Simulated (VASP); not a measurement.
Write the native input for VASP 6.6.1 that does the following.

* Task: relaxation of cell and atoms
* Functional: PBE
* Potentials or basis: VASP PAW PBE potentials, release 64 (Ba_sv)
* Cutoff: 600 eV
* k mesh: 12 × 12 × 12
* Occupations: gaussian, width 0.1 eV
* Spin: no spin polarisation
* Dipole correction: no
* Further INCAR settings: ALGO = Fast; EDIFF = 1e-07; IBRION = 2; EDIFFG = -0.005; NSW = 100; ISIF = 3

The structure of Ba lies in POSCAR:

```
Ba
1.0
   -2.5065000000      2.5065000000      2.5065000000
    2.5065000000     -2.5065000000      2.5065000000
    2.5065000000      2.5065000000     -2.5065000000
Ba
1
Direct
    0.0000000000      0.0000000000      0.0000000000
```

These files were run (other wordings do the same):

INCAR

```
  PREC = Accurate
  ENCUT = 600
  EDIFF = 1E-7
  ISMEAR = 0
  SIGMA = 0.1
  LREAL = F
  LASPH = T
  NELM = 80
  ALGO = Fast
  ISIF = 3
  LWAVE = F
  LCHARG = F
  GGA = PE
  IBRION = 2
  NSW = 100
  EDIFFG = -0.005
```

KPOINTS

```
regular mesh
0
Gamma
  12 12 12
```

Potentials or basis: VASP PAW PBE potentials, release 64 (Ba_sv).

The run is started by

```console
$ cat potpaw_PBE.64/Ba_sv/POTCAR > POTCAR
$ mpirun -np 1 vasp_std > vasp.out
```

It gave:

The relaxed volume is 63.66 Å³/atom. The relaxed cell is a = 4.357 Å, b = 4.357 Å, c = 4.357 Å, α = 109.47°, β = 109.47°, γ = 109.47°, the space group after relaxing (to 0.05 Å) is Im-3m (No. 229) and the energy gained by relaxing is 0.2 meV/atom. The ionic steps are 3. The pressure after relaxing is 0.0 GPa and the band gap on the k mesh is zero (band 5 reaches 2.12 eV, above the bottom of band 6 at 1.08 eV).

Caveat: spin-orbit coupling is left out, which moves the levels of the heavy elements.

Run time: 91 s on 1 thread of Intel(R) Xeon(R) Platinum 8375C CPU @ 2.90GHz (Ice Lake), on a shared host, peak memory 0.24 GiB.
